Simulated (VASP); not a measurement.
**SnSe: single point with PBE+D3(BJ)**

Crystal: SnSe.

```
Sn Se
1.0
    11.88160    0.00000    0.00000
     0.00000    4.20850    0.00000
     0.00000    0.00000    4.61712
Sn Se
4 4
Direct
  0.12337 0.25000 0.12541
  0.37663 0.75000 0.62541
  0.62337 0.25000 0.37459
  0.87663 0.75000 0.87459
  0.35454 0.25000 0.02734
  0.14546 0.75000 0.52734
  0.85454 0.25000 0.47266
  0.64546 0.75000 0.97266
```

```yaml
Program: VASP 6.6.1
Task: single point
Functional: PBE
Dispersion: D3(BJ)
Potentials_or_basis: VASP PAW PBE potentials, release 64 (Sn_d, Se)
Cutoff: 520 eV
k_mesh: 4 × 8 × 8
Occupations: gaussian, width 0.02 eV
Spin: no spin polarisation
Dipole_correction: no
Further_INCAR_settings: ALGO = Normal; EDIFF = 1e-07; NBANDS = 50
```

The pressure is -0.9 GPa, the largest force is 0.015 eV/Å and the band gap on the k mesh is 0.72 eV (least direct gap 0.95 eV). The dispersion energy per atom is -0.340 eV.

Forces in eV/Å, atoms in the order of the input:
```
Sn  -0.013  0.000 -0.008
Sn   0.013  0.000 -0.008
Sn  -0.013  0.000  0.008
Sn   0.013  0.000  0.008
Se   0.005  0.000  0.007
Se  -0.005  0.000  0.007
Se   0.005  0.000 -0.007
Se  -0.005  0.000 -0.007
```

Levels at points of the mesh, in eV from the valence-band top:
```csv
k point,band 37,band 38,band 39,band 40,band 41,band 42,band 43,band 44
"(0.00, 0.00, 0.00)",-1.45,-1.06,-0.61,-0.43,0.92,2.75,2.90,2.97
"(0.50, 0.00, 0.00)",-1.67,-1.67,-0.47,-0.47,2.50,2.50,2.65,2.65
"(0.00, 0.50, 0.00)",-0.84,-0.84,-0.83,-0.83,1.18,1.18,1.20,1.20
"(0.50, 0.50, 0.00)",-0.96,-0.96,-0.96,-0.96,1.42,1.42,1.42,1.42
"(0.00, 0.00, 0.50)",-0.70,-0.70,-0.21,-0.21,1.28,1.28,1.67,1.67
"(0.50, 0.00, 0.50)",-0.43,-0.43,-0.25,-0.25,1.29,1.29,1.70,1.70
"(0.00, 0.50, 0.50)",-2.05,-2.05,-1.19,-1.19,2.64,2.64,3.09,3.09
"(0.50, 0.50, 0.50)",-1.40,-1.40,-1.40,-1.40,2.62,2.62,2.62,2.62
```

Run time: 23 min on 1 thread of Oxide Virtual Turin-like Processor, on a shared host, peak memory 0.72 GiB.

Caveat: semilocal functionals underestimate gaps, and a narrow one can read as zero; spin-orbit coupling is left out, which moves the levels of the heavy elements. A k mesh can miss the band edges.
